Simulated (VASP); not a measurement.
# W (Im-3m) in VASP: a series of runs, part 2 of 2

VASP 6.6.1.

### Step 3. Single point, PBE+D4

This run uses another cell than the first one, of 16.16 Å³/atom, 1.020 times its volume.

Input file INCAR:

```
SYSTEM = W
PREC = Accurate
ENCUT = 520
EDIFF = 1E-6
ISMEAR = -1
SIGMA = 0.05
LREAL = .False.
LASPH = .True.
NELM = 60
ALGO = Fast
ISIF = 2
LWAVE = .False.
LCHARG = .False.
GGA = PE
IVDW = 13
NBANDS = 13
```

Input file KPOINTS:

```
Automatic mesh
0
Gamma
  12 12 12
  0 0 0
```

Input file POSCAR:

```
W
1.0
   -1.5928244114      1.5928244114      1.5928244114
    1.5928244114     -1.5928244114      1.5928244114
    1.5928244114      1.5928244114     -1.5928244114
W
1
Direct
    0.0000000000      0.0000000000      0.0000000000
```

Potentials or basis: VASP PAW PBE potentials, release 64 (W_sv).

Command:

```sh
> cat potpaw_PBE.64/W_sv/POTCAR > POTCAR
> mpirun -np 1 vasp_std > vasp.out
```

OUTCAR:

```text
SYSTEM = W
   PREC = Accurate
   ENCUT = 520
   EDIFF = 1E-6
   ISMEAR = -1
   LREAL = .False.
   LASPH = .True.
   NELM = 60
   ISIF = 2
   GGA = PE
   IVDW = 13

 ion  position               nearest neighbor table
   1  0.000  0.000  0.000-

  LATTYP: Found a body centered cubic cell.
 ALAT       =     3.1856488228

  Lattice vectors:

 A1 = (  -1.5928244114,   1.5928244114,   1.5928244114)
 A2 = (   1.5928244114,  -1.5928244114,   1.5928244114)
 A3 = (   1.5928244114,   1.5928244114,  -1.5928244114)

Analysis of symmetry for initial positions (statically):
=====================================================================
 Subroutine PRICEL returns:
 Original cell was already a primitive cell.

 Routine SETGRP: Setting up the symmetry group for a
 body centered cubic supercell.

 Subroutine GETGRP returns: Found 48 space group operations
 (whereof 48 operations were pure point group operations)
 out of a pool of 48 trial point group operations.

The static configuration has the point symmetry O_h .

Analysis of symmetry for dynamics (positions and initial velocities):
=====================================================================
 Subroutine PRICEL returns:
 Original cell was already a primitive cell.

 Routine SETGRP: Setting up the symmetry group for a
 body centered cubic supercell.

 Subroutine GETGRP returns: Found 48 space group operations
 (whereof 48 operations were pure point group operations)
 out of a pool of 48 trial point group operations.

The dynamic configuration has the point symmetry O_h .

 Subroutine INISYM returns: Found 48 space group operations
 (whereof 48 operations are pure point group operations),
 and found     1 'primitive' translations

----------------------------------------------------------------------------------------

                                     Primitive cell
[... 114 lines left out ...]
   GGA     = PE    functional components
   LHFCALC =     F    Hartree Fock is set to
   AEXX    =    0.0000 exact exchange contribution
   IVDW    =    13    specifies the selected vdW correction
   LEPSILON=     F    determine dielectric tensor
   LRPA    =     F    only Hartree local field effects (RPA)
 non-spin polarized calculation
 RMM-DIIS sequential band-by-band and
  energy-cutoff  :      520.00
  volume of cell :       16.16
 maximum number of plane-waves:       466
 NGX is ok and might be reduce to    24
   NGX = 11   NGY = 11   NGZ = 11

 number of electron      14.0000002 magnetization

 Free energy of the ion-electron system (eV)
  ---------------------------------------------------
  ext. energy  EPLUGINS =         0.00000000
  ---------------------------------------------------
  free energy    TOTEN  =       -12.95735550 eV

  energy without entropy =      -12.95293313  energy(sigma->0) =      -12.95514431

 E-fermi :  11.0597     XC(G=0): -13.5315

 val. band max:       11.0446851427   @ k =  -0.2500   0.3333   0.1667
 cond. band min:      11.0904409643   @ k =  -0.1667   0.1667   0.0833
 fundamental gap:      0.0457558217
 Fermi energy:        11.0597171975

 k-point     1 :       0.0000    0.0000    0.0000
  band No.  band energies     occupation
      1     -63.0554      2.00000
      2     -26.6443      2.00000
      3     -26.6443      2.00000
      4     -26.6443      2.00000
      5       1.6345      2.00000
      6       9.9627      2.00000
      7       9.9627      2.00000
      8       9.9627      2.00000
      9      13.3746      0.00000
     10      13.3746      0.00000
     11      25.6356      0.00000
     12      25.6356      0.00000
     13      25.6356      0.00000
[... 354 lines left out ...]
  band No.  band energies     occupation
      1     -62.9304      2.00000
      2     -27.7711      2.00000
      3     -27.0929      2.00000
      4     -26.7312      2.00000
      5       5.6596      2.00000
      6       7.6407      2.00000
      7      10.8458      1.97265
      8      13.4985      0.00000
      9      14.2502      0.00000
     10      18.3918      0.00000
     11      20.8221      0.00000
     12      23.2906      0.00000
     13      26.8952      0.00000

 [... further k-points ...]

------------------------ aborting loop because EDIFF is reached ----------------------------------------

  DFT-D4 for vdW energy calculation

  Edisp (eV):   -0.70884

  FORCE on cell =-STRESS in cart. coord.  units (eV):
  Direction    XX          YY          ZZ          XY          YZ          ZX
  --------------------------------------------------------------------------------------
  -------------------------------------------------------------------------------------
  Total      -0.65427    -0.65427    -0.65427    -0.00000     0.00000    -0.00000
  in kB     -64.84899   -64.84899   -64.84899    -0.00000     0.00000    -0.00000
  external pressure =      -64.85 kB  Pullay stress =        0.00 kB

 VOLUME and BASIS-vectors are now :
 -----------------------------------------------------------------------------
  energy-cutoff  :      520.00
  volume of cell :       16.16
      direct lattice vectors                 reciprocal lattice vectors
    -1.592824411  1.592824411  1.592824411     0.000000000  0.313907796  0.313907796
     1.592824411 -1.592824411  1.592824411     0.313907796  0.000000000  0.313907796
     1.592824411  1.592824411 -1.592824411     0.313907796  0.313907796  0.000000000

 POSITION                                       TOTAL-FORCE (eV/Angst)
 -----------------------------------------------------------------------------------
      0.00000      0.00000      0.00000        -0.000000      0.000000      0.000000
 -----------------------------------------------------------------------------------
    total drift:                               -0.000000      0.000000      0.000000

  FREE ENERGIE OF THE ION-ELECTRON SYSTEM (eV)
  ---------------------------------------------------
  free  energy   TOTEN  =       -13.6661961637 eV

  energy  without entropy=      -13.6617737862  energy(sigma->0) =      -13.66398497
```

OSZICAR:

```text
N       E                     dE             d eps       ncg     rms          rms(c)
DAV:   1     0.848447540871E+02    0.84845E+02   -0.74900E+03  1872   0.121E+03
DAV:   2    -0.119332386385E+02   -0.96778E+02   -0.93085E+02  2122   0.316E+02
DAV:   3    -0.135884683948E+02   -0.16552E+01   -0.16502E+01  2017   0.402E+01
DAV:   4    -0.135949608011E+02   -0.64924E-02   -0.64923E-02  2022   0.280E+00
DAV:   5    -0.135950160778E+02   -0.55277E-04   -0.55278E-04  2122   0.242E-01    0.202E+01
RMM:   6    -0.130917922661E+02    0.50322E+00   -0.40962E-01  2028   0.599E+00    0.832E+00
RMM:   7    -0.129602885607E+02    0.13150E+00   -0.30168E-01  2026   0.514E+00    0.933E-01
RMM:   8    -0.129575580868E+02    0.27305E-02   -0.11861E-02  2298   0.120E+00    0.259E-01
RMM:   9    -0.129573639654E+02    0.19412E-03   -0.18393E-03  2208   0.515E-01    0.219E-02
RMM:  10    -0.129573655125E+02   -0.15471E-05   -0.27160E-04  2284   0.196E-01    0.933E-03
RMM:  11    -0.129573546050E+02    0.10908E-04   -0.34403E-05  2317   0.719E-02    0.445E-03
RMM:  12    -0.129573555032E+02   -0.89825E-06   -0.68689E-06  2039   0.344E-02
   1 F= -.13666196E+02 E0= -.13663985E+02  d E =-.442238E-02
```

stdout:

```text
POSCAR found type information on POSCAR W
 POSCAR found :  1 types and       1 ions
 scaLAPACK will be used
 LDA part: xc-table for (Slater+PW92), standard interpolation
 POSCAR, INCAR and KPOINTS ok, starting setup
 FFT: planning ... GRIDC
 FFT: planning ... GRID_SOFT
 FFT: planning ... GRID
 WAVECAR not read
 entering main loop
WARNING in EDDRMM: call to ZHEGV failed, returncode =   8  4     11
```

Wall time 19 s (1 thread of Intel Xeon Platinum 8259CL at 2.50GHz (Skylake/Cascade Lake), shared host); peak memory 0.14 GiB.

Results:

- Free energy: -13.6662 eV
- Pressure: -6.5 GPa
- Band gap on the k mesh: zero (band 7 reaches 16.18 eV, above the bottom of band 8 at 9.96 eV)
- Dispersion energy per atom: -0.709 eV

Levels at points of the mesh, in eV from the Fermi level:
| k point | band 4 | band 5 | band 6 | band 7 | band 8 | band 9 | band 10 | band 11 |
| --- | --- | --- | --- | --- | --- | --- | --- | --- |
| (0.00, 0.00, 0.00) | -37.70 | -9.43 | -1.10 | -1.10 | -1.10 | 2.31 | 2.31 | 14.58 |
| (0.50, 0.00, 0.00) | -37.71 | -6.05 | -3.37 | 0.71 | 2.20 | 3.15 | 6.08 | 10.87 |
| (0.50, 0.50, 0.50) | -38.55 | -5.58 | -5.58 | 5.12 | 5.12 | 5.12 | 8.19 | 8.19 |

Caveat: spin-orbit coupling is left out, which moves the levels of the heavy elements; pairwise dispersion overbinds metals, which lowers pressure and volume.

### Step 4. Single point, PBEsol+D3(BJ)

This run uses another cell than the first one, of 15.53 Å³/atom, 0.980 times its volume.

Input file INCAR:

```
SYSTEM = W
ALGO     = Normal         ! electronic algorithm
EDIFF    = 1E-7           ! SCF threshold, eV
ENCUT    = 520            ! plane-wave cutoff, eV
GGA      = PS             ! functional
ISIF     = 2              ! what is computed and relaxed
ISMEAR   = -1             ! smearing method
IVDW     = 12             ! dispersion correction
LASPH    = .TRUE.         ! aspherical terms in the spheres
LCHARG   = .TRUE.         ! write CHGCAR
LELF     = .TRUE.         ! ELF
LREAL    = .FALSE.        ! projectors in reciprocal space
LVHAR    = .TRUE.       
LWAVE    = .FALSE.        ! write WAVECAR
NBANDS   = 13             ! bands
NELM     = 60             ! most SCF steps
PREC     = Accurate       ! precision mode
SIGMA    = 0.05           ! smearing width, eV
```

Input file KPOINTS:

```
k-points
0
G
  12 12 12
  0 0 0
```

Input file POSCAR:

```
W
1.0
   -1.5717249149      1.5717249149      1.5717249149
    1.5717249149     -1.5717249149      1.5717249149
    1.5717249149      1.5717249149     -1.5717249149
W
1
Direct
    0.0000000000      0.0000000000      0.0000000000
```

Potentials or basis: VASP PAW PBE potentials, release 64 (W_sv).

Command:

```sh
> cat potpaw_PBE.64/W_sv/POTCAR > POTCAR
> mpirun -np 1 vasp_std > vasp.out
```

OUTCAR:

```text
SYSTEM = W
   EDIFF = 1E-7
   ENCUT = 520
   GGA = PS
   ISIF = 2
   ISMEAR = -1
   IVDW = 12
   LASPH = .TRUE.
   LREAL = .FALSE.
   NELM = 60
   PREC = Accurate
 IVDW          = 12

 ion  position               nearest neighbor table
   1  0.000  0.000  0.000-

  LATTYP: Found a body centered cubic cell.
 ALAT       =     3.1434498298

  Lattice vectors:

 A1 = (  -1.5717249149,   1.5717249149,   1.5717249149)
 A2 = (   1.5717249149,  -1.5717249149,   1.5717249149)
 A3 = (   1.5717249149,   1.5717249149,  -1.5717249149)

[... 561 lines left out ...]

 [... further k-points ...]

------------------------ aborting loop because EDIFF is reached ----------------------------------------

 Edisp (eV)   -0.75903

 E8    (eV) :    -0.5565

  FORCE on cell =-STRESS in cart. coord.  units (eV):
  Direction    XX          YY          ZZ          XY          YZ          ZX
  --------------------------------------------------------------------------------------
  -------------------------------------------------------------------------------------
  Total      -0.35951    -0.35951    -0.35951    -0.00000     0.00000    -0.00000
  in kB     -37.08786   -37.08786   -37.08786    -0.00000     0.00000    -0.00000
  external pressure =      -37.09 kB  Pullay stress =        0.00 kB

 VOLUME and BASIS-vectors are now :
 -----------------------------------------------------------------------------
  energy-cutoff  :      520.00
  volume of cell :       15.53
      direct lattice vectors                 reciprocal lattice vectors
    -1.571724915  1.571724915  1.571724915     0.000000000  0.318121826  0.318121826
     1.571724915 -1.571724915  1.571724915     0.318121826  0.000000000  0.318121826
     1.571724915  1.571724915 -1.571724915     0.318121826  0.318121826  0.000000000

 POSITION                                       TOTAL-FORCE (eV/Angst)
 -----------------------------------------------------------------------------------
      0.00000      0.00000      0.00000         0.000000      0.000000     -0.000000
 -----------------------------------------------------------------------------------
    total drift:                                0.000000     -0.000000      0.000000

  FREE ENERGIE OF THE ION-ELECTRON SYSTEM (eV)
  ---------------------------------------------------
  free  energy   TOTEN  =       -14.5632252242 eV

  energy  without entropy=      -14.5580554470  energy(sigma->0) =      -14.56064034
```

OSZICAR:

```text
N       E                     dE             d eps       ncg     rms          rms(c)
DAV:   1     0.843155884660E+02    0.84316E+02   -0.76218E+03  1872   0.123E+03
DAV:   2    -0.128587909888E+02   -0.97174E+02   -0.93651E+02  2122   0.320E+02
DAV:   3    -0.144789746362E+02   -0.16202E+01   -0.16163E+01  2047   0.403E+01
DAV:   4    -0.144851102442E+02   -0.61356E-02   -0.61355E-02  2067   0.273E+00
DAV:   5    -0.144851598241E+02   -0.49580E-04   -0.49579E-04  2077   0.229E-01    0.225E+01
DAV:   6    -0.139541001936E+02    0.53106E+00   -0.41879E-01  1967   0.862E+00    0.910E+00
DAV:   7    -0.138092462584E+02    0.14485E+00   -0.22210E-01  2052   0.595E+00    0.613E-01
DAV:   8    -0.138043797765E+02    0.48665E-02   -0.48296E-03  1902   0.948E-01    0.127E-01
DAV:   9    -0.138041945542E+02    0.18522E-03   -0.13703E-04  2122   0.141E-01    0.352E-02
DAV:  10    -0.138041920816E+02    0.24726E-05   -0.99767E-06  2012   0.431E-02    0.164E-03
DAV:  11    -0.138041923471E+02   -0.26554E-06   -0.19513E-07  1738   0.558E-03    0.409E-04
DAV:  12    -0.138041922592E+02    0.87962E-07   -0.61222E-09  1041   0.980E-04
   1 F= -.14563225E+02 E0= -.14560640E+02  d E =-.516978E-02
```

Wall time 16 s (1 thread of Intel Xeon Platinum 8259CL at 2.50GHz (Skylake/Cascade Lake), shared host); peak memory 0.14 GiB.

What came out:

```yaml
Free_energy: -14.5632 eV
Pressure: -3.7 GPa
Band_gap_on_the_k_mesh: zero (band 7 reaches 16.90 eV, above the bottom of band 8 at 10.30 eV)
Dispersion_energy_per_atom: -0.759 eV
```

Caveat: the PAW data sets were made with another functional, which shifts forces and pressure a little; spin-orbit coupling is left out, which moves the levels of the heavy elements; pairwise dispersion overbinds metals, which lowers pressure and volume.

### Step 5. Single point, PBEsol+D3(BJ)

This run uses another cell than the first one, of 16.16 Å³/atom, 1.020 times its volume.

Input file INCAR:

```
SYSTEM = W
ALGO     = Fast           ! electronic algorithm
EDIFF    = 1E-6           ! SCF threshold, eV
ENCUT    = 520            ! plane-wave cutoff, eV
GGA      = PS             ! functional
ISIF     = 2              ! what is computed and relaxed
ISMEAR   = -1             ! smearing method
IVDW     = 12             ! dispersion correction
LASPH    = .TRUE.         ! aspherical terms in the spheres
LCHARG   = .FALSE.        ! write CHGCAR
LREAL    = .FALSE.        ! projectors in reciprocal space
LWAVE    = .FALSE.        ! write WAVECAR
NBANDS   = 13             ! bands
NELM     = 60             ! most SCF steps
PREC     = Accurate       ! precision mode
SIGMA    = 0.05           ! smearing width, eV
```

KPOINTS is that of step 4.

Input file POSCAR:

```
W
1.0
   -1.5928244114      1.5928244114      1.5928244114
    1.5928244114     -1.5928244114      1.5928244114
    1.5928244114      1.5928244114     -1.5928244114
W
1
Direct
    0.0000000000      0.0000000000      0.0000000000
```

Command:

```sh
> cat potpaw_PBE.64/W_sv/POTCAR > POTCAR
> mpirun -np 1 vasp_std > vasp.out
```

Wall time 21 s (1 thread of Intel Xeon Platinum 8259CL at 2.50GHz (Skylake/Cascade Lake), shared host); peak memory 0.15 GiB.

It converged, with:

| Property | Result |
| --- | --- |
| Free energy | -14.5247 eV |
| Pressure | -15.6 GPa |
| Band gap on the k mesh | zero (band 7 reaches 16.03 eV, above the bottom of band 8 at 9.79 eV) |
| Dispersion energy per atom | -0.729 eV |

Levels at points of the mesh, in eV from the Fermi level:
```tsv
k point	band 3	band 4	band 5	band 6	band 7	band 8	band 9	band 10	band 11	band 12
(0.00, 0.00, 0.00)	-37.66	-37.66	-9.44	-1.10	-1.10	-1.10	2.29	2.29	14.60	14.60
(0.50, 0.00, 0.00)	-38.06	-37.67	-6.06	-3.38	0.73	2.17	3.13	6.09	10.85	11.55
(0.50, 0.50, 0.50)	-38.52	-38.52	-5.60	-5.60	5.13	5.13	5.13	8.20	8.20	8.20
```

Caveat: the PAW data sets were made with another functional, which shifts forces and pressure a little; spin-orbit coupling is left out, which moves the levels of the heavy elements; pairwise dispersion overbinds metals, which lowers pressure and volume.

### Step 6. Summary

```csv
level,cell,gap on the mesh (eV),pressure (GPa)
PBE+D4,"a = 2.741 Å, angles 109.5°, 1 atom",none,-0.4
PBE+D4,"a = 2.759 Å, angles 109.5°, 1 atom",none,-6.5
PBEsol+D3(BJ),"a = 2.722 Å, angles 109.5°, 1 atom",none,-3.7
PBEsol+D3(BJ),"a = 2.759 Å, angles 109.5°, 1 atom",none,-15.6
```

Alike in all rows: task single point; potentials or basis VASP PAW PBE potentials, release 64 (W_sv); no spin polarisation; k mesh 12 × 12 × 12; cutoff (eV) 520; smearing fermi-dirac 0.05 eV.

Caveats: spin-orbit coupling is left out, which moves the levels of the heavy elements; pairwise dispersion overbinds metals, which lowers pressure and volume; the PAW data sets were made with another functional, which shifts forces and pressure a little (some runs).

Total energies depend on the potentials used, so only differences within one code and one set of settings carry meaning.
